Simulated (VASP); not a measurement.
Ge:

```xyz
4
Lattice="4.0504 0.0000 0.0000 -2.0252 3.5078 0.0000 0.0000 0.0000 10.9934" Properties=species:S:1:pos:R:3 pbc="T T T"
Ge    0.0000    0.0000   10.7455
Ge    0.0000    0.0000    5.2488
Ge    0.0000    2.3385   10.0573
Ge    2.0252    1.1693    4.5606
```

Base run:

- Program: VASP 6.6.1
- Functional: PBEsol
- Potentials or basis: VASP PAW PBE potentials, release 64 (Ge_d)
- Cutoff: 520 eV
- k mesh: 6 × 6 × 2
- Occupations: fermi-dirac, width 0.1 eV
- Spin: no spin polarisation

Its results: band gap on the k mesh zero (filled and empty bands touch); pressure -1.6 GPa; largest force 0.162 eV/Å.

Question: The run is repeated on the same cell with these changes: functional from PBEsol to LDA; potentials or basis from VASP PAW PBE potentials, release 64 (Ge_d) to VASP PAW LDA potentials, release 64 (Ge_d). What comes out?

Answer: Band gap on the k mesh zero (filled and empty bands touch); pressure -2.5 GPa; largest force 0.262 eV/Å.

Caveats: semilocal functionals underestimate gaps, so a narrow gap can read as zero; the PAW data sets were made with another functional, which shifts forces and pressure a little (at least some runs).
